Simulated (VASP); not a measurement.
Set up this calculation in VASP 6.6.1, as the native input.

| Property | Result |
| --- | --- |
| Task | relaxation of cell and atoms |
| Functional | PBEsol |
| Potentials or basis | VASP PAW PBE potentials, release 64 (Pb_d) |
| Cutoff | 600 eV |
| k mesh | 9 × 9 × 9 |
| Occupations | fermi-dirac, width 0.05 eV |
| Spin | no spin polarisation |
| Target pressure | 2 GPa |
| Dipole correction | no |
| Further INCAR settings | ALGO = Normal; EDIFF = 1e-07; IBRION = 2; EDIFFG = -0.01; NSW = 60; ISIF = 3 |

The structure of Pb lies in POSCAR:

```
Pb
1.0
    0.0000000000      2.4750200000      2.4750200000
    2.4750200000      0.0000000000      2.4750200000
    2.4750200000      2.4750200000      0.0000000000
Pb
1
Direct
    0.0000000000      0.0000000000      0.0000000000
```

One way to write it, as run:

INCAR

```
  PREC = Accurate
  ENCUT = 600
  EDIFF = 1E-7
  ISMEAR = -1
  SIGMA = 0.05
  LREAL = False
  LASPH = True
  NELM = 80
  ALGO = Normal
  ISIF = 3
  LWAVE = False
  LCHARG = False
  GGA = PS
  IBRION = 2
  NSW = 60
  EDIFFG = -0.01
  PSTRESS = 20.0
```

KPOINTS

```
Automatic mesh
0
Gamma
  9 9 9
```

Potentials or basis: VASP PAW PBE potentials, release 64 (Pb_d).

The run is started by

```bash
$ cat potpaw_PBE.64/Pb_d/POTCAR > POTCAR
$ mpirun -np 1 vasp_std > vasp.out
```

It gave:

```json
{
 "Relaxed volume": "28.85 Å³/atom",
 "Relaxed cell": "a = 3.443 Å, b = 3.443 Å, c = 3.443 Å, α = 60.00°, β = 60.00°, γ = 60.00°",
 "Space group after relaxing (to 0.05 Å)": "Fm-3m (No. 225)",
 "Energy change on relaxing (the enthalpy is what falls)": "+5.7 meV/atom",
 "Ionic steps": "3",
 "Pressure after relaxing": "2.0 GPa",
 "Band gap on the k mesh": "zero (band 7 reaches 15.48 eV, above the bottom of band 8 at 6.01 eV)"
}
```

Caveat: the cell is relaxed towards a set pressure, so the enthalpy falls and the energy may rise; the PAW data sets were made with another functional, which shifts forces and pressure a little; spin-orbit coupling is left out, which moves the levels of the heavy elements.

It took 42 s on 1 thread of AMD EPYC 7R13 (shared host), peak memory 0.14 GiB.
